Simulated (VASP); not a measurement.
A run of VASP 6.6.1:

INCAR

```
SYSTEM = Al
PREC = Accurate
ENCUT = 520
EDIFF = 1E-6
ISMEAR = 0
SIGMA = 0.15
LREAL = .FALSE.
LASPH = .TRUE.
NELM = 60
ALGO = Fast
ISIF = 2
LWAVE = .FALSE.
LCHARG = .TRUE.
GGA = PS
LELF = .TRUE.
LVHAR = .TRUE.
NBANDS = 8
```

File KPOINTS:

```
regular mesh
0
G
  24 24 24
  0 0 0
```

File POSCAR:

```
Al
1.0
   -1.8369277953      1.8369277953      1.1940030670
    1.8369277953     -1.8369277953      1.1940030670
    1.8369277953      1.8369277953     -1.1940030670
Al
1
Direct
    0.0000000000      0.0000000000      0.0000000000
```

Potentials or basis: VASP PAW PBE potentials, release 64 (Al).

Run with:

```console
$ cat potpaw_PBE.64/Al/POTCAR > POTCAR
$ mpirun -np 1 vasp_std > vasp.out
```

Hardware: 1 thread of Intel Xeon 8259CL, with other jobs on the host.

Problem. How long does it take, and how much memory?

Solution. Run time: 2.8 min on 1 thread of Intel Xeon 8259CL (shared host), peak memory 0.23 GiB. Counts: scf iterations 11, k points 1063.
